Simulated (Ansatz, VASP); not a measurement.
**Two plane-wave programs on W**

INCAR

```
SYSTEM = W
PREC = Accurate
ENCUT = 520
EDIFF = 1E-6
ISMEAR = 0
SIGMA = 0.1
LREAL = .False.
LASPH = .True.
NELM = 80
ALGO = Fast
ISIF = 2
LWAVE = .False.
LCHARG = .True.
GGA = PE
LELF = .True.
LVHAR = .True.
NBANDS = 43
```

KPOINTS

```
regular mesh
0
Gamma
  13 13 1
  0 0 0
```

Contents of POSCAR:

```
W
1.0
    2.7570339078      0.0000000000      0.0000000000
   -0.9190113026      2.5993564963      0.0000000000
    0.0000000000      0.0000000000     14.0044350370
W
5
Direct
    0.5000000000      0.5000000000      0.1785148771
    0.0000000000      0.0000000000      0.3392574386
    0.5000000000      0.5000000000      0.5000000000
    0.0000000000      0.0000000000      0.6607425614
    0.5000000000      0.5000000000      0.8214851229
```

Input for Ansatz:

```yaml
crystal:
  lattice:
    - [2.7570339078, 0.0, 0.0]
    - [-0.9190113026, 2.5993564963, 0.0]
    - [0.0, 0.0, 14.004435037]
  atoms:
    - { symbol: W, position: [0.5, 0.5, 0.1785148771] }
    - { symbol: W, position: [0.0, 0.0, 0.3392574386] }
    - { symbol: W, position: [0.5, 0.5, 0.5] }
    - { symbol: W, position: [0.0, 0.0, 0.6607425614] }
    - { symbol: W, position: [0.5, 0.5, 0.8214851229] }
basis:
  ecutwfc: 420
kpoints:
  mp_grid: { grid: [13, 13, 1] }
hamiltonian:
  xc: pbe
scf:
  occupations: { method: gaussian, width: 0.1 }
output:
  forces: true
  stress: true
  eigenvalues: true
```

Alike in both runs: task single point; functional PBE; k mesh 13 × 13 × 1; occupations gaussian, width 0.1 eV; no spin polarisation.

|  | VASP | Ansatz |
| --- | --- | --- |
| version | VASP 6.6.1 | Ansatz 0.2.0 |
| potentials or method | VASP PAW PBE potentials, release 64 (W_sv), cutoff 520 eV | scalar-relativistic, plane waves, PAW |
| valence electrons in the cell | 70 | 70 |

```csv
,VASP,Ansatz,Ansatz less VASP
gap on the k mesh at the Fermi level (eV),none,none,-
rms of the force components (eV/Å),0.303,0.306,+0.0028
```

Atom by atom the forces differ by 0.008 eV/Å (rms over components). A gap of «none» marks a metal or a gap that the smearing closes.

Neither program's run includes spin-orbit coupling.
